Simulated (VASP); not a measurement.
Cu, 1 atom in the cell. The structure is tetragonal, space group I4/mmm (No. 139). The conventional cell has a = 2.342 Å, b = 2.342 Å, c = 4.306 Å, α = 90.00°, β = 90.00°, γ = 90.00°. Within 3.1 Å of Cu (site symmetry 4/mmm) lie 12 Cu at 2.34 to 2.72 Å.  This cell differs from its parent crystal: ratio of the length along z to the lengths across it x 1.3, volume and fractional coordinates fixed.

| Item | Value |
| --- | --- |
| Program | VASP 6.6.1 |
| Task | single point |
| Functional | PBE |
| Potentials or basis | VASP PAW PBE potentials, release 64 (Cu) |
| Cutoff | 520 eV |
| k mesh | 24 × 24 × 24 |
| Occupations | gaussian, width 0.15 eV |
| Spin | no spin polarisation |
| Dipole correction | no |
| Further INCAR settings | ALGO = Fast; EDIFF = 1e-06; NBANDS = 12 |

Potentials or basis: VASP PAW PBE potentials, release 64 (Cu).

Run with:

```console
$ cat potpaw_PBE.64/Cu/POTCAR > POTCAR
$ mpirun -np 1 vasp_std > vasp.out
```

Hardware: 1 thread of Intel(R) Xeon(R) Platinum 8375C CPU @ 2.90GHz (Ice Lake) (shared host).

Q: How long does it take, and how much memory?

A: It took 100 s on 1 thread of Intel(R) Xeon(R) Platinum 8375C CPU @ 2.90GHz (Ice Lake), on a shared host, peak memory 0.25 GiB. Counts: scf iterations 13, k points 1063.
